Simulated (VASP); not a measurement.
Write the native input for VASP 6.6.1 that does the following.

| Item | Value |
| --- | --- |
| Task | single point |
| Functional | PBE |
| Potentials or basis | VASP PAW PBE potentials, release 64 (Zn, Au) |
| Cutoff | 520 eV |
| k mesh | 14 × 14 × 14 |
| Occupations | gaussian, width 0.1 eV |
| Spin | no spin polarisation |
| Dipole correction | no |
| Further INCAR settings | ALGO = Fast; EDIFF = 1e-06; NBANDS = 18 |

The structure of ZnAu lies in POSCAR:

```
ZnAu
1.0
    3.2491970366      0.0000000000      0.0000000000
    0.0000000000      3.2491970366      0.0000000000
    0.0000000000      0.0000000000      3.2491970366
Zn Au
1 1
Direct
    0.5000000000      0.5000000000      0.5000000000
    0.0000000000      0.0000000000      0.0000000000
```

This cell differs from its parent crystal: volume scaled by 1.06.

The input as run:

INCAR

```
SYSTEM = ZnAu
PREC = Accurate ; ENCUT = 520
EDIFF = 1E-6 ; ISMEAR = 0
SIGMA = 0.1 ; LREAL = .False.
LASPH = .True. ; NELM = 100
ALGO = Fast ; ISIF = 2
LWAVE = .False. ; LCHARG = .False.
GGA = PE ; NBANDS = 18
```

KPOINTS

```
Automatic mesh
0
Gamma
  14 14 14
  0 0 0
```

Potentials or basis: VASP PAW PBE potentials, release 64 (Zn, Au).

The run is started by

```console
$ cat potpaw_PBE.64/Zn/POTCAR potpaw_PBE.64/Au/POTCAR > POTCAR
$ mpirun -np 1 vasp_std > vasp.out
```

It gave:

```yaml
Pressure: -5.6 GPa
```

Wall time 2.1 min on 1 thread of AMD EPYC 7R13, on a shared host, peak memory 0.17 GiB.
